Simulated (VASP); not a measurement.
Si2Ni (fluorite type):

```
Ni Si
1.0
     0.00000    2.65868    2.65868
     2.65868    0.00000    2.65868
     2.65868    2.65868    0.00000
Ni Si
1 2
Direct
  0.00000 0.00000 0.00000
  0.25000 0.25000 0.25000
  0.75000 0.75000 0.75000
```

```yaml
Program: VASP 6.6.1
Task: relaxation of cell and atoms
Functional: LDA
Potentials_or_basis: VASP PAW LDA potentials, release 64 (Ni, Si)
Cutoff: 600 eV
k_mesh: 11 × 11 × 11
Occupations: fermi-dirac, width 0.05 eV
Spin: no spin polarisation
```

At the start: pressure 3.3 GPa; volume 12.53 Å³/atom.

Q: Where does the relaxation end?

A: Over 3 steps the energy falls by 2.6 meV/atom and the volume is 12.78 Å³/atom (+2.0 %); space group Fm-3m (No. 225, to 0.05 Å).

The path:
```tsv
step	energy change (eV)	largest force (eV/Å)	pressure (GPa)	volume (Å³)
1	0.0000	0.0000	3.32	37.59
2	-0.0014	0.0000	-2.98	39.02
3	-0.0078	0.0000	0.02	38.34
```

Final structure:
```
Ni Si
1.0
     0.00000    2.67625    2.67625
     2.67625    0.00000    2.67625
     2.67625    2.67625    0.00000
Ni Si
1 2
Cartesian
  0.0000 0.0000 0.0000
  1.3381 1.3381 1.3381
  4.0144 4.0144 4.0144
```
